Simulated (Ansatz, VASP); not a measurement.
One calculation of TiC, two programs

Contents of INCAR:

```
SYSTEM = TiC
ALGO     = Normal         ! electronic algorithm
EDIFF    = 1E-6           ! SCF threshold, eV
ENCUT    = 520            ! plane-wave cutoff, eV
GGA      = PE             ! functional
ISIF     = 2              ! what is computed and relaxed
ISMEAR   = 0              ! smearing method
LASPH    = .TRUE.         ! aspherical terms in the spheres
LCHARG   = .TRUE.         ! write CHGCAR
LELF     = .TRUE.         ! ELF
LREAL    = .FALSE.        ! projectors in reciprocal space
LVHAR    = .TRUE.       
LWAVE    = .FALSE.        ! write WAVECAR
NBANDS   = 15             ! bands
NELM     = 80             ! most SCF steps
PREC     = Accurate       ! precision mode
SIGMA    = 0.1            ! smearing width, eV
```

Contents of KPOINTS:

```
k-points
0
G
  16 16 16
  0 0 0
```

POSCAR

```
TiC
1.0
    0.0000000000      2.1878617423      2.1878617423
    2.1878617423      0.0000000000      2.1878617423
    2.1878617423      2.1878617423      0.0000000000
Ti C
1 1
Direct
    0.0000000000      0.0000000000      0.0000000000
    0.5000000000      0.5000000000      0.5000000000
```

Input for Ansatz:

```yaml
crystal:
  lattice:
    - [0.0, 2.1878617423, 2.1878617423]
    - [2.1878617423, 0.0, 2.1878617423]
    - [2.1878617423, 2.1878617423, 0.0]
  atoms:
    - { symbol: Ti, position: [0.0, 0.0, 0.0] }
    - { symbol: C, position: [0.5, 0.5, 0.5] }
basis:
  ecutwfc: 420
kpoints:
  mp_grid: { grid: [16, 16, 16] }
hamiltonian:
  xc: pbe
scf:
  occupations: { method: gaussian, width: 0.1 }
output:
  forces: true
  stress: true
  eigenvalues: true
```

Alike in both runs: task single point; functional PBE; k mesh 16 × 16 × 16; occupations gaussian, width 0.1 eV; no spin polarisation.

```csv
,VASP,Ansatz
version,VASP 6.6.1,Ansatz 0.2.0
potentials or method,"VASP PAW PBE potentials, release 64 (Ti_sv, C), cutoff 520 eV","scalar-relativistic, plane waves, PAW"
valence electrons in the cell,16,16
```

|  | VASP | Ansatz | Ansatz less VASP |
| --- | --- | --- | --- |
| gap on the k mesh at the Fermi level (eV) | none | none | - |
| pressure (GPa) | -6.8 | -7.0 | -0.17 |

A gap of «none» marks a metal or a gap that the smearing closes. The functional is the same, so the differences come from potentials, cutoffs and numerics.
